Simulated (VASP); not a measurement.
Wanted: the native input for a VASP 6.6.1 run.

```yaml
Task: single point
Functional: PBE
Potentials_or_basis: VASP PAW PBE potentials, release 64 (Y_sv, Ge_d)
Cutoff: 500 eV
k_mesh: 8 × 8 × 8
Occupations: gaussian, width 0.1 eV
Spin: no spin polarisation
Dipole_correction: no
Further_INCAR_settings: ALGO = Normal; EDIFF = 1e-06; NBANDS = 56
```

The structure of YGe6 lies in POSCAR:

```
YGe6
1.0
    0.0000000000      4.2184316267      4.2184316267
    4.2184316267      0.0000000000      4.2184316267
    4.2184316267      4.2184316267      0.0000000000
Y Ge
1 6
Direct
    0.0000000000      0.0000000000      0.0000000000
    0.5000000000      0.5000000000      0.0000000000
    0.5000000000      0.0000000000      0.5000000000
    0.0000000000      0.0000000000      0.5000000000
    0.0000000000      0.5000000000      0.0000000000
    0.0000000000      0.5000000000      0.5000000000
    0.5000000000      0.0000000000      0.0000000000
```

The cell was generated, and may not be a known phase.

One way to write it, as run:

INCAR

```
PREC = Accurate
ENCUT = 500
EDIFF = 1E-6
ISMEAR = 0
SIGMA = 0.1
LREAL = F
LASPH = T
NELM = 120
ALGO = Normal
ISIF = 2
LWAVE = F
LCHARG = F
GGA = PE
NBANDS = 56
GGA_COMPAT = F
```

KPOINTS

```
Automatic mesh
0
Gamma
  8 8 8
```

Potentials or basis: VASP PAW PBE potentials, release 64 (Y_sv, Ge_d).

Launch:

```sh
$ cat potpaw_PBE.64/Y_sv/POTCAR potpaw_PBE.64/Ge_d/POTCAR > POTCAR
$ mpirun -np 1 vasp_std > vasp.out
```

Results of the run:

```json
{
 "Pressure": "-0.1 GPa",
 "Band gap on the k mesh": "zero (an odd number of electrons rules out a gap without spin polarisation)"
}
```

Caveat: an odd number of electrons without spin polarisation forces a metal; a magnetic or distorted state may lie lower.

Run time: 5.8 min on 1 thread of Oxide Virtual Turin-like Processor, with other jobs on the host, peak memory 0.41 GiB.
